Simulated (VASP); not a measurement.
The system is B.

```
B
1.0
     1.87495    0.00000    0.00000
    -0.93747    1.62375    0.00000
     0.00000    0.00000    5.64168
B
2
Direct
  0.00000 0.00000 0.15520
  0.00000 0.00000 0.84480
```

* Program: VASP 6.6.1
* Task: relaxation of cell and atoms
* Functional: PBE
* Potentials or basis: VASP PAW PBE potentials, release 64 (B)
* Cutoff: 600 eV
* k mesh: 12 × 12 × 4
* Occupations: gaussian, width 0.1 eV
* Spin: no spin polarisation

At the start: pressure -0.9 GPa; volume 8.59 Å³/atom.

Q: How do energy, volume and symmetry change on relaxing?

A: Over 5 steps the energy falls by 13.3 meV/atom and the volume is 8.45 Å³/atom (-1.6 %); space group P6/mmm (No. 191, to 0.05 Å).

The path:
```
step  energy change (eV)  largest force (eV/Å)  pressure (GPa)  volume (Å³)
   1              0.0000                0.4856           -0.92        17.18
   2             -0.0248                0.1495           -2.02        17.05
   3             -0.0254                0.0584           -2.13        17.06
   4             -0.0259                0.0405            1.45        16.79
   5             -0.0266                0.0012           -0.13        16.91
```

Final structure:
```xyz
2
Lattice="1.8455 0.0000 0.0000 -0.9228 1.5983 0.0000 0.0000 0.0000 5.7313" Properties=species:S:1:pos:R:3 pbc="T T T"
B     1.8455    0.0000    0.9096
B     0.0000    0.0000    4.8217
```

Caveat: this functional lacks dispersion, which binds the layers, so the pressure and a relaxed spacing across them are unreliable.
